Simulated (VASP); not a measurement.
# Ta2Si (I4/mcm) in VASP: notebook, part 2 of 2

VASP 6.6.1. The steps go on from the part before.

### Step 4. Single point, PBEsol (16.77 Å³/atom)

This run uses another cell than the first one, of 16.77 Å³/atom.

INCAR reads:

```
PREC = Accurate
ENCUT = 520
EDIFF = 1E-7
ISMEAR = 0
SIGMA = 0.1
LREAL = False
LASPH = True
NELM = 80
ALGO = Fast
ISIF = 2
LWAVE = False
LCHARG = True
GGA = PS
LELF = True
LVHAR = True
NBANDS = 35
```

KPOINTS reads:

```
regular mesh
0
Gamma
  10 10 10
```

POSCAR reads:

```
Ta2Si
1.0
   -3.1266339528      3.1266339528      2.5724819748
    3.1266339528     -3.1266339528      2.5724819748
    3.1266339528      3.1266339528     -2.5724819748
Ta Si
4 2
Direct
    0.6637694197      0.8362305803      0.5000000000
    0.8362305803      0.3362305803      0.1724611605
    0.3362305803      0.1637694197      0.5000000000
    0.1637694197      0.6637694197      0.8275388395
    0.2500000000      0.2500000000      0.0000000000
    0.7500000000      0.7500000000      0.0000000000
```

Potentials or basis: VASP PAW PBE potentials, release 64 (Ta_pv, Si).

On the command line:

```console
> cat potpaw_PBE.64/Ta_pv/POTCAR potpaw_PBE.64/Si/POTCAR > POTCAR
> mpirun -np 1 vasp_std > vasp.out
```

OUTCAR:

```text
PREC = Accurate
   ENCUT = 520
   EDIFF = 1E-7
   ISMEAR = 0
   LREAL = False
   LASPH = True
   NELM = 80
   ISIF = 2
   GGA = PS

 ion  position               nearest neighbor table
   1  0.664  0.836  0.500-   6 2.67   6 2.67   5 2.67   5 2.67   3 2.90   3 2.99   3 2.99   4 3.29
                             2 3.29   4 3.29   2 3.29   4 3.31   2 3.31   2 3.31   4 3.31
   2  0.836  0.336  0.172-   5 2.67   6 2.67   6 2.67   5 2.67   4 2.90   4 2.99   4 2.99   3 3.29
                             1 3.29   1 3.29   3 3.29   3 3.31   1 3.31   1 3.31   3 3.31
   3  0.336  0.164  0.500-   5 2.67   5 2.67   6 2.67   6 2.67   1 2.90   1 2.99   1 2.99   4 3.29
                             2 3.29   4 3.29   2 3.29   4 3.31   2 3.31   4 3.31   2 3.31
   4  0.164  0.664  0.828-   5 2.67   6 2.67   6 2.67   5 2.67   2 2.90   2 2.99   2 2.99   1 3.29
                             3 3.29   3 3.29   1 3.29   1 3.31   3 3.31   3 3.31   1 3.31
   5  0.250  0.250  0.000-   6 2.57   6 2.57   2 2.67   4 2.67   4 2.67   2 2.67   3 2.67   3 2.67
                             1 2.67   1 2.67
   6  0.750  0.750  0.000-   5 2.57   5 2.57   2 2.67   4 2.67   4 2.67   2 2.67   1 2.67   1 2.67
                             3 2.67   3 2.67

  LATTYP: Found a body centered tetragonal cell.
 ALAT       =     6.2532679056
 C/A-ratio  =     0.8227640375

  Lattice vectors:

 A1 = (  -3.1266339528,   3.1266339528,   2.5724819748)
 A2 = (   3.1266339528,  -3.1266339528,   2.5724819748)
 A3 = (   3.1266339528,   3.1266339528,  -2.5724819748)

Analysis of symmetry for initial positions (statically):
=====================================================================
 Subroutine PRICEL returns:
 Original cell was already a primitive cell.

 Routine SETGRP: Setting up the symmetry group for a
 body centered tetragonal supercell.

 Subroutine GETGRP returns: Found 16 space group operations
 (whereof  8 operations were pure point group operations)
 out of a pool of 16 trial point group operations.

The static configuration has the point symmetry C_4h.
 The point group associated with its full space group is D_4h.

Analysis of symmetry for dynamics (positions and initial velocities):
=====================================================================
 Subroutine PRICEL returns:
[... 142 lines left out ...]
   LORBIT       =      0    0 simple, 1 ext, 2 COOP (PROOUT), +10 PAW based schemes
   GGA     = PS    functional components
   LHFCALC =     F    Hartree Fock is set to
   AEXX    =    0.0000 exact exchange contribution
   IVDW    =     0    specifies the selected vdW correction
   LEPSILON=     F    determine dielectric tensor
   LRPA    =     F    only Hartree local field effects (RPA)
 non-spin polarized calculation
 RMM-DIIS sequential band-by-band and
 Gauss-broadening in eV      SIGMA  =   0.10
  energy-cutoff  :      520.00
  volume of cell :      100.59
 maximum number of plane-waves:      2735
 NGX is ok and might be reduce to    40
   NGX = 19   NGY = 19   NGZ = 19

 number of electron      52.0000001 magnetization

 Free energy of the ion-electron system (eV)
  ---------------------------------------------------
  ext. energy  EPLUGINS =         0.00000000
  ---------------------------------------------------
  free energy    TOTEN  =       -65.10678292 eV

  energy without entropy =      -65.08942434  energy(sigma->0) =      -65.09810363

 E-fermi :   6.9978     XC(G=0): -12.3138

 val. band max:        6.9940083213   @ k =  -0.1000  -0.4000   0.1000
 cond. band min:       7.0054388640   @ k =   0.3000   0.1000  -0.0000
 fundamental gap:      0.0114305426
 Fermi energy:         6.9978244959

 k-point     1 :       0.0000    0.0000    0.0000
  band No.  band energies     occupation
      1     -27.5941      2.00000
      2     -27.5941      2.00000
      3     -27.5618      2.00000
      4     -27.5349      2.00000
      5     -27.5349      2.00000
      6     -27.5180      2.00000
[... 901 lines left out ...]
     34      10.4802      0.00000
     35      11.1448      0.00000

 [... further k-points ...]
[... 5 lines left out ...]
  --------------------------------------------------------------------------------------
  -------------------------------------------------------------------------------------
  Total       -7.2817519     -7.2817519     -7.2761584      0.0000000      0.0000000      0.0000000
  in kB     -115.9791846   -115.9791846   -115.8900937      0.0000000      0.0000000      0.0000000
  external PRESSURE =    -115.9494877 kB  Pullay stress =       0.0000000 kB

 VOLUME and BASIS-vectors are now :
 -----------------------------------------------------------------------------
  energy-cutoff  :      520.00
  volume of cell :      100.59
      direct lattice vectors                 reciprocal lattice vectors
    -3.126633953  3.126633953  2.572481975     0.000000000  0.159916385  0.194364822
     3.126633953 -3.126633953  2.572481975     0.159916385  0.000000000  0.194364822
     3.126633953  3.126633953 -2.572481975     0.159916385  0.159916385  0.000000000

 POSITION                                       TOTAL-FORCE (eV/Angst)
 -----------------------------------------------------------------------------------
      2.10254      1.02409      2.57248         0.004398     -0.004398     -0.000000
     -1.02409      2.10254      2.57248         0.004398      0.004398      0.000000
      1.02409      2.10254      0.00000        -0.004398      0.004398     -0.000000
      4.15073      1.02409     -0.00000        -0.004398     -0.004398     -0.000000
      0.00000      0.00000      1.28624         0.000000      0.000000     -0.000000
      0.00000      0.00000      3.85872        -0.000000      0.000000     -0.000000
 -----------------------------------------------------------------------------------
    total drift:                                0.000000      0.000000     -0.000000

  FREE ENERGIE OF THE ION-ELECTRON SYSTEM (eV)
  ---------------------------------------------------
  free  energy   TOTEN  =       -65.1067829172 eV

  energy  without entropy=      -65.0894243372  energy(sigma->0) =      -65.09810363
```

stdout:

```text
POSCAR found type information on POSCAR TaSi
 POSCAR found :  2 types and       6 ions
 scaLAPACK will be used
 -----------------------------------------------------------------------------
|                                                                             |
|                                                                             |
|     You enforced a specific xc type in the INCAR file but a different       |
|     I HOPE YOU KNOW WHAT YOU ARE DOING!                                     |
|                                                                             |
 -----------------------------------------------------------------------------

 LDA part: xc-table for (Slater+PW92), standard interpolation
 POSCAR, INCAR and KPOINTS ok, starting setup
 FFT: planning ... GRIDC
 FFT: planning ... GRID_SOFT
 FFT: planning ... GRID
 WAVECAR not read
 entering main loop
```

Wall time 7 min (1 thread of Intel Xeon Platinum 8488C (Sapphire Rapids), shared host); peak memory 0.43 GiB.

Results:

```
Free energy            : -65.1068 eV
Pressure               : -11.6 GPa
Largest force          : 0.006 eV/Å
Band gap on the k mesh : zero (bands 26 and 27 overlap by 0.67 eV)
```

Forces in eV/Å, atoms in the order of the input:
```
Ta   0.004 -0.004  0.000
Ta   0.004  0.004  0.000
Ta  -0.004  0.004  0.000
Ta  -0.004 -0.004  0.000
Si   0.000  0.000  0.000
Si   0.000  0.000  0.000
```

Caveat: the cell stands under tension; the PAW data sets were made with another functional, which shifts forces and pressure a little; spin-orbit coupling is left out, which moves the levels of the heavy elements.

### Step 5. Single point, PBEsol (17.40 Å³/atom)

This run uses another cell than the first one, of 17.40 Å³/atom.

INCAR reads:

```
SYSTEM = Ta2Si
PREC     = Accurate       ! precision mode
ENCUT    = 520            ! plane-wave cutoff, eV
EDIFF    = 1E-7           ! SCF threshold, eV
ISMEAR   = 0              ! smearing method
SIGMA    = 0.1            ! smearing width, eV
LREAL    = .FALSE.        ! projectors in reciprocal space
LASPH    = .TRUE.         ! aspherical terms in the spheres
NELM     = 60             ! most SCF steps
ALGO     = Fast           ! electronic algorithm
ISIF     = 2              ! what is computed and relaxed
LWAVE    = .FALSE.        ! write WAVECAR
LCHARG   = .TRUE.         ! write CHGCAR
GGA      = PS             ! functional
LELF     = .TRUE.         ! ELF
LVHAR    = .TRUE.       
NBANDS   = 35             ! bands
```

KPOINTS reads:

```
Automatic mesh
0
G
  10 10 10
  0 0 0
```

POSCAR reads:

```
Ta2Si
1.0
   -3.1638058080      3.1638058080      2.6071955228
    3.1638058080     -3.1638058080      2.6071955228
    3.1638058080      3.1638058080     -2.6071955228
Ta Si
4 2
Direct
    0.6642577974      0.8357422026      0.5000000000
    0.8357422026      0.3357422026      0.1714844052
    0.3357422026      0.1642577974      0.5000000000
    0.1642577974      0.6642577974      0.8285155948
    0.2500000000      0.2500000000      0.0000000000
    0.7500000000      0.7500000000      0.0000000000
```

On the command line:

```console
> cat potpaw_PBE.64/Ta_pv/POTCAR potpaw_PBE.64/Si/POTCAR > POTCAR
> mpirun -np 1 vasp_std > vasp.out
```

It took 6.7 min on 1 thread of Intel Xeon Platinum 8488C (Sapphire Rapids), shared host; peak memory 0.45 GiB.

The run converged. Its results:

- Free energy: -64.7583 eV
- Pressure: -17.7 GPa
- Largest force: 0.006 eV/Å
- Band gap on the k mesh: zero (bands 26 and 27 overlap by 0.63 eV)

Forces in eV/Å, atoms in the order of the input:
```
Ta   0.004 -0.004  0.000
Ta   0.004  0.004  0.000
Ta  -0.004  0.004  0.000
Ta  -0.004 -0.004  0.000
Si   0.000  0.000  0.000
Si   0.000  0.000  0.000
```

Levels at points of the mesh, in eV from the Fermi level:
```tsv
k point	band 22	band 23	band 24	band 25	band 26	band 27	band 28	band 29	band 30	band 31
(0.00, 0.00, 0.00)	-2.28	-2.26	-1.90	0.15	0.18	0.84	1.25	1.25	1.44	1.44
(0.50, 0.00, 0.00)	-1.82	-1.76	-1.76	-1.05	-1.05	0.66	0.66	1.70	1.70	2.56
(0.50, 0.50, 0.00)	-2.10	-1.76	-1.38	-0.14	0.05	0.07	0.62	1.17	1.62	2.81
(0.50, 0.50, 0.50)	-1.22	-0.92	-0.91	-0.89	-0.89	-0.15	0.31	0.71	0.71	2.31
```

Caveat: the cell stands under tension; the PAW data sets were made with another functional, which shifts forces and pressure a little; spin-orbit coupling is left out, which moves the levels of the heavy elements.

### Step 6. Overview

| cell | smearing | further INCAR settings | gap on the mesh (eV) | pressure (GPa) | largest force (eV/Å) |
| --- | --- | --- | --- | --- | --- |
| a = 5.019 Å, angles 104.6, 104.6, 119.7°, 6 atoms, atomic positions A | fermi-dirac 0.15 eV | ALGO = Fast; EDIFF = 1e-06; NBANDS = 35 | none | 0.3 | 0.01 |
| a = 5.067 Å, angles 104.6, 104.6, 119.7°, 6 atoms, atomic positions B | gaussian 0.1 eV | ALGO = Fast; EDIFF = 1e-07; NBANDS = 35 | none | -6.1 | 0.01 |
| a = 5.116 Å, angles 104.6, 104.6, 119.6°, 6 atoms, atomic positions C | gaussian 0.1 eV | ALGO = Fast; EDIFF = 1e-07; NBANDS = 35 | none | -11.6 | 0.01 |
| a = 5.178 Å, angles 104.7, 104.7, 119.5°, 6 atoms, atomic positions D | gaussian 0.1 eV | ALGO = Fast; EDIFF = 1e-07; NBANDS = 35 | none | -17.7 | 0.01 |

Alike in all rows: task single point; level PBEsol; potentials or basis VASP PAW PBE potentials, release 64 (Ta_pv, Si); no spin polarisation; k mesh 10 × 10 × 10; cutoff (eV) 520.

Caveats: the PAW data sets were made with another functional, which shifts forces and pressure a little; spin-orbit coupling is left out, which moves the levels of the heavy elements; the cell stands under tension (at least some runs).

Total energies depend on the potentials used, so only differences within one code and one set of settings carry meaning.
